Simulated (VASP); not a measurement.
# TaN (P-62m) in VASP: further runs, part 2 of 2

VASP 6.6.1. The steps go on from the part before.

## 3. Electric field gradients, PBEsol (11.12 Å³/atom)

INCAR reads:

```
  ALGO = Normal
  EDIFF = 1E-8
  ENCUT = 520
  GGA = PS
  GGA_COMPAT = F
  ISIF = 2
  ISMEAR = -1
  LASPH = T
  LCHARG = F
  LEFG = T
  LREAL = F
  LWAVE = F
  NBANDS = 33
  NELM = 120
  PREC = Accurate
  SIGMA = 0.01
```

KPOINTS reads:

```
k-points
0
Gamma
  6 6 9
```

POSCAR reads:

```
TaN
1.0
    5.1611273271      0.0000000000      0.0000000000
   -2.5805636635      4.4696673774      0.0000000000
    0.0000000000      0.0000000000      2.8914624986
Ta N
3 3
Direct
    0.3333333333      0.6666666667      0.5000000000
    0.6666666667      0.3333333333      0.5000000000
    0.0000000000      0.0000000000      0.0000000000
    0.3928500000      0.0000000000      0.0000000000
    0.6071500000      0.6071500000      0.0000000000
    0.0000000000      0.3928500000      0.0000000000
```

Potentials or basis: VASP PAW PBE potentials, release 64 (Ta_pv, N).

Run with:

```sh
cat potpaw_PBE.64/Ta_pv/POTCAR potpaw_PBE.64/N/POTCAR > POTCAR
mpirun -np 1 vasp_std > vasp.out
```

OUTCAR:

```text
EDIFF = 1E-8
   ENCUT = 520
   GGA = PS
   ISIF = 2
   ISMEAR = -1
   LASPH = T
   LREAL = F
   NELM = 120
   PREC = Accurate

 ion  position               nearest neighbor table
   1  0.333  0.667  0.500-   4 2.15   4 2.15   6 2.15   6 2.15   5 2.15   5 2.15   2 2.98   2 2.98
                             2 2.98   3 3.31   3 3.31   3 3.31   3 3.31   3 3.31   3 3.31
   2  0.667  0.333  0.500-   6 2.15   6 2.15   4 2.15   4 2.15   5 2.15   5 2.15   1 2.98   1 2.98
                             1 2.98   3 3.31   3 3.31   3 3.31   3 3.31   3 3.31   3 3.31
   3  0.000  0.000  0.000-   6 2.03   5 2.03   4 2.03   2 3.31   1 3.31   1 3.31   2 3.31   1 3.31
                             1 3.31   2 3.31   2 3.31   2 3.31   2 3.31   1 3.31   1 3.31
   4  0.393  0.000  0.000-   3 2.03   1 2.15   1 2.15   2 2.15   2 2.15
   5  0.607  0.607  0.000-   3 2.03   2 2.15   2 2.15   1 2.15   1 2.15
   6  0.000  0.393  0.000-   3 2.03   2 2.15   2 2.15   1 2.15   1 2.15

  LATTYP: Found a hexagonal cell.
 ALAT       =     5.1611273271
 C/A-ratio  =     0.5602385516

  Lattice vectors:

 A1 = (   5.1611273271,   0.0000000000,   0.0000000000)
 A2 = (  -2.5805636635,   4.4696673774,   0.0000000000)
 A3 = (   0.0000000000,   0.0000000000,   2.8914624986)

Analysis of symmetry for initial positions (statically):
=====================================================================
 Subroutine PRICEL returns:
 Original cell was already a primitive cell.

 Routine SETGRP: Setting up the symmetry group for a
 hexagonal supercell.

 Subroutine GETGRP returns: Found 12 space group operations
 (whereof 12 operations were pure point group operations)
 out of a pool of 24 trial point group operations.

The static configuration has the point symmetry D_3h.

Analysis of symmetry for dynamics (positions and initial velocities):
=====================================================================
 Subroutine PRICEL returns:
 Original cell was already a primitive cell.

 Routine SETGRP: Setting up the symmetry group for a
 hexagonal supercell.

 Subroutine GETGRP returns: Found 12 space group operations
 (whereof 12 operations were pure point group operations)
 out of a pool of 24 trial point group operations.

The dynamic configuration has the point symmetry D_3h.

 Subroutine INISYM returns: Found 12 space group operations
 (whereof 12 operations are pure point group operations),
 and found     1 'primitive' translations

----------------------------------------------------------------------------------------

                                     Primitive cell

  volume of cell :      66.7018

  direct lattice vectors                    reciprocal lattice vectors
     5.161127327  0.000000000  0.000000000     0.193756119  0.111865147  0.000000000
    -2.580563663  4.469667377  0.000000000     0.000000000  0.223730295  0.000000000
     0.000000000  0.000000000  2.891462499     0.000000000  0.000000000  0.345845744

  length of vectors
     5.161127327  5.161127327  2.891462499     0.223730295  0.223730295  0.345845744

  position of ions in fractional coordinates (direct lattice)
[... 111 lines left out ...]
   LORBIT       =      0    0 simple, 1 ext, 2 COOP (PROOUT), +10 PAW based schemes
   GGA     = PS    functional components
   LHFCALC =     F    Hartree Fock is set to
   AEXX    =    0.0000 exact exchange contribution
   IVDW    =     0    specifies the selected vdW correction
   LEPSILON=     F    determine dielectric tensor
   LRPA    =     F    only Hartree local field effects (RPA)
 non-spin polarized calculation
  energy-cutoff  :      520.00
  volume of cell :       66.70
 maximum number of plane-waves:      1828
 NGX is ok and might be reduce to    40
   NGX = 19   NGY = 19   NGZ = 11

 number of electron      47.9999999 magnetization

 Free energy of the ion-electron system (eV)
  ---------------------------------------------------
  ext. energy  EPLUGINS =         0.00000000
  ---------------------------------------------------
  free energy    TOTEN  =       -71.42789205 eV

  energy without entropy =      -71.42685919  energy(sigma->0) =      -71.42737562

 E-fermi :   8.3812     XC(G=0): -13.2697

 val. band max:        8.3765939110   @ k =   0.0000   0.0000   0.2222
 cond. band min:       8.3882357934   @ k =   0.1667   0.0000   0.2222
 fundamental gap:      0.0116418825
 Fermi energy:         8.3812277557

 k-point     1 :       0.0000    0.0000    0.0000
  band No.  band energies     occupation
      1     -27.7805      2.00000
      2     -27.7805      2.00000
      3     -27.4074      2.00000
      4     -27.4074      2.00000
      5     -27.2153      2.00000
      6     -27.0977      2.00000
[... 853 lines left out ...]
     32      12.2190      0.00000
     33      13.5984      0.00000

 [... further k-points ...]

------------------------ aborting loop because EDIFF is reached ----------------------------------------

  FORCE on cell =-STRESS in cart. coord.  units (eV):
  Direction    XX          YY          ZZ          XY          YZ          ZX
  --------------------------------------------------------------------------------------
  -------------------------------------------------------------------------------------
  Total        1.7752882      1.7752882      1.2923988      0.0000000      0.0000000      0.0000000
  in kB       42.6424467     42.6424467     31.0434359      0.0000000      0.0000000      0.0000000
  external PRESSURE =      38.7761098 kB  Pullay stress =       0.0000000 kB

 VOLUME and BASIS-vectors are now :
 -----------------------------------------------------------------------------
  energy-cutoff  :      520.00
  volume of cell :       66.70
      direct lattice vectors                 reciprocal lattice vectors
     5.161127327  0.000000000  0.000000000     0.193756119  0.111865147  0.000000000
    -2.580563663  4.469667377  0.000000000     0.000000000  0.223730295  0.000000000
     0.000000000  0.000000000  2.891462499     0.000000000  0.000000000  0.345845744

 POSITION                                       TOTAL-FORCE (eV/Angst)
 -----------------------------------------------------------------------------------
     -0.00000      2.97978      1.44573        -0.000000     -0.000000     -0.000000
      2.58056      1.48989      1.44573        -0.000000     -0.000000     -0.000000
      0.00000      0.00000      0.00000        -0.000000     -0.000000     -0.000000
      2.02755      0.00000      0.00000         0.120369     -0.000000      0.000000
      1.56679      2.71376      0.00000        -0.060184     -0.104242     -0.000000
     -1.01377      1.75591      0.00000        -0.060184      0.104242     -0.000000
 -----------------------------------------------------------------------------------
    total drift:                               -0.000001     -0.000003      0.000000

  FREE ENERGIE OF THE ION-ELECTRON SYSTEM (eV)
  ---------------------------------------------------
  free  energy   TOTEN  =       -71.4278920547 eV

  energy  without entropy=      -71.4268591924  energy(sigma->0) =      -71.42737562

 Electric field gradients (V/A^2)
---------------------------------------------------------------------
 ion       V_xx      V_yy      V_zz      V_xy      V_xz      V_yz
---------------------------------------------------------------------
   1     103.326   103.327  -206.653     0.000     0.000    -0.000
   2     103.326   103.327  -206.653     0.000     0.000    -0.000
   3     -93.818   -93.820   187.638    -0.001    -0.000     0.000
   4     -14.223     4.646     9.576    -0.001    -0.000     0.000
   5      -0.070    -9.506     9.576    -8.171     0.000    -0.000
   6      -0.070    -9.506     9.576     8.170    -0.000    -0.000
---------------------------------------------------------------------

 Electric field gradients after diagonalization (V/A^2)
 (convention: |V_zz| > |V_xx| > |V_yy|)
----------------------------------------------------------------------
 ion       V_xx      V_yy      V_zz     asymmetry (V_yy - V_xx)/ V_zz
----------------------------------------------------------------------
   1     103.327   103.326  -206.653       0.000
   2     103.327   103.326  -206.653       0.000
   3     -93.820   -93.818   187.638       0.000
   4       9.576     4.646   -14.223       0.347
   5       9.576     4.647   -14.224       0.347
   6       9.576     4.646   -14.223       0.347
----------------------------------------------------------------------

           NMR quadrupolar parameters

 Cq : quadrupolar parameter    Cq=e*Q*V_zz/h
 eta: asymmetry parameters     (V_yy - V_xx)/ V_zz
 Q  : nuclear electric quadrupole moment in mb (millibarn)
----------------------------------------------------------------------
 ion       Cq(MHz)       eta       Q (mb)
----------------------------------------------------------------------
   1      -0.500       0.000       1.000
   2      -0.500       0.000       1.000
   3       0.454       0.000       1.000
   4      -0.034       0.347       1.000
   5      -0.034       0.347       1.000
   6      -0.034       0.347       1.000
----------------------------------------------------------------------
```

stdout:

```text
POSCAR found type information on POSCAR TaN
 POSCAR found :  2 types and       6 ions
 scaLAPACK will be used
 -----------------------------------------------------------------------------
|                                                                             |
|                                                                             |
|     You enforced a specific xc type in the INCAR file but a different       |
|     I HOPE YOU KNOW WHAT YOU ARE DOING!                                     |
|                                                                             |
 -----------------------------------------------------------------------------

 LDA part: xc-table for (Slater+PW92), standard interpolation
 POSCAR, INCAR and KPOINTS ok, starting setup
 FFT: planning ... GRIDC
 FFT: planning ... GRID_SOFT
 FFT: planning ... GRID
 WAVECAR not read
 entering main loop
ion   1

ion   2

ion   3

ion   4

ion   5

ion   6
```

It took 52 s on 1 thread of Oxide Virtual Turin-like, shared host; peak memory 0.18 GiB.

Results:

```
Free energy                             : -71.4279 eV
Pressure                                : 3.9 GPa
Largest force                           : 0.120 eV/Å
Band gap on the k mesh                  : zero (bands 24 and 25 overlap by 3.17 eV)
Largest electric field gradient by atom : Ta -206.7, +187.6 (each value once); N -14.2 V/Å²
```

Forces in eV/Å, atoms in the order of the input:
```
Ta   0.000  0.000  0.000
Ta   0.000  0.000  0.000
Ta   0.000  0.000  0.000
N    0.120  0.000  0.000
N   -0.060 -0.104  0.000
N   -0.060  0.104  0.000
```

Stress tensor (GPa, compression positive):
```
4.26 0.00 0.00
0.00 4.26 0.00
0.00 0.00 3.10
```

Electric field gradients, principal values (V/Å²):
| atom | least | middle | greatest (by size) |
| --- | --- | --- | --- |
| 1 Ta | 103.326 | 103.327 | -206.653 |
| 2 Ta | 103.326 | 103.327 | -206.653 |
| 3 Ta | -93.818 | -93.820 | 187.638 |
| 4 N | 4.646 | 9.576 | -14.223 |
| 5 N | 4.647 | 9.576 | -14.224 |
| 6 N | 4.646 | 9.576 | -14.223 |

Caveat: the cell stands under pressure; without QUAD_EFG the Cq values of the log hold for a quadrupole moment of 1 mb, not for the nuclei; the PAW data sets were made with another functional, which shifts forces and pressure a little; spin-orbit coupling is left out, which moves the levels of the heavy elements.
